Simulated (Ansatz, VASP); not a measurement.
## Hf4Ta in VASP and in Ansatz

Contents of INCAR:

```
ALGO = Normal
EDIFF = 1E-7
EDIFFG = -0.01
ENCUT = 500
GGA = PE
GGA_COMPAT = False
IBRION = 2
ISIF = 3
ISMEAR = 0
LASPH = True
LCHARG = False
LREAL = False
LWAVE = False
NELM = 120
NELMIN = 4
NSW = 100
PREC = Accurate
SIGMA = 0.1
```

Contents of KPOINTS:

```
k-points
0
Gamma
  12 12 8
```

The input POSCAR:

```
Hf4Ta
1.0
    4.8818039676      0.0000000000      0.0000000000
   -2.4409019838      4.2277662522      0.0000000000
    0.0000000000      0.0000000000      5.8099215642
Hf Ta
4 1
Direct
    0.3333333333      0.6666666667      0.7394414038
    0.6666666667      0.3333333333      0.7394414038
    0.6666666667      0.3333333333      0.2605585962
    0.3333333333      0.6666666667      0.2605585962
    0.0000000000      0.0000000000      0.5000000000
```

Input for Ansatz:

```yaml
crystal:
  lattice:
    - [4.8818039676, 0.0, 0.0]
    - [-2.4409019838, 4.2277662522, 0.0]
    - [0.0, 0.0, 5.8099215642]
  atoms:
    - { symbol: Hf, position: [0.3333333333, 0.6666666667, 0.7394414038] }
    - { symbol: Hf, position: [0.6666666667, 0.3333333333, 0.7394414038] }
    - { symbol: Hf, position: [0.6666666667, 0.3333333333, 0.2605585962] }
    - { symbol: Hf, position: [0.3333333333, 0.6666666667, 0.2605585962] }
    - { symbol: Ta, position: [0.0, 0.0, 0.5] }
basis:
  ecutwfc: 420
kpoints:
  mp_grid: { grid: [12, 12, 8] }
hamiltonian:
  xc: pbe
scf:
  occupations: { method: gaussian, width: 0.1 }
output:
  forces: true
  stress: true
  eigenvalues: true
  write_density: true
  write_potential: true
  elf: true
  volumetric_format: npy
relax:
  adjacent_minimum: "off"
  f_tol: 0.01
  max_steps: 80
  cell: { stress_tol: 0.05 }
```

Alike in both runs: task relaxation of cell and atoms; functional PBE; k mesh 12 × 12 × 8; occupations gaussian, width 0.1 eV; no spin polarisation.

|  | VASP | Ansatz |
| --- | --- | --- |
| version | VASP 6.6.1 | Ansatz 0.2.0 |
| potentials or method | VASP PAW PBE potentials, release 64 (Hf_pv, Ta_pv), cutoff 500 eV | scalar-relativistic, plane waves, PAW |
| valence electrons in the cell | 51 | 117 |

|  | VASP | Ansatz | Ansatz less VASP |
| --- | --- | --- | --- |
| gap on the k mesh at the Fermi level, each at its own relaxed structure (eV) | none | none | - |
| relaxed volume (Å³/atom) | 23.98 | 24.07 | +0.092 |
| relaxed length of the cell vector where the two differ most in proportion (Å) | 5.852 | 5.861 | +0.0088 |

A gap of «none» marks a metal or a gap that the smearing closes. VASP's potentials hold 51 valence electrons a cell and Ansatz's 117, so a difference there can come from the potentials and not from the codes.

Neither program's run includes spin-orbit coupling.
